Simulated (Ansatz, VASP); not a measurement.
**MoSe: VASP beside Ansatz**

```
CELL_PARAMETERS angstrom
3.28007 0.00000 0.00000
0.00000 3.28007 0.00000
0.00000 0.00000 3.28007
ATOMIC_POSITIONS crystal
Mo 0.00000 0.00000 0.00000
Se 0.50000 0.50000 0.50000
```

Alike in both runs: task single point; functional PBE; k mesh 12 × 12 × 12; occupations gaussian, width 0.1 eV; collinear spin; Hubbard terms Mo d U = 4.38 eV.

|  | VASP | Ansatz |
| --- | --- | --- |
| version | VASP 6.6.1 | Ansatz 0.2.0 |
| potentials or method | VASP PAW PBE potentials, release 64 (Mo_sv, Se), cutoff 520 eV | scalar-relativistic, plane waves, PAW |
| valence electrons in the cell | 20 | 30 |

Ansatz gave:

```
gap on the k mesh at the Fermi level (eV)                     : none
pressure (GPa)                                                : 24.9
net moment per atom (μB)                                      : 1.96
size of the moment on the site where the two differ most (μB) : 3.34
```

Problem. Estimate VASP's values.

Solution. gap on the k mesh at the Fermi level (eV): none; pressure (GPa): -1.1; net moment per atom (μB): 1.01; size of the moment on the site where the two differ most (μB): 2.05.

The net moments are unlike, so the other rows may belong to different states. Site moments also hang on the region over which each program counts them. The programs project onto different local orbitals, so the same U acts differently, and such runs can settle in different states. A gap of «none» marks a metal or a gap that the smearing closes. VASP's potentials hold 20 valence electrons a cell and Ansatz's 30, so a difference there can come from the potentials and not from the codes. Ansatz's warnings: filled band counts differ across k points, negative dielectric reading.
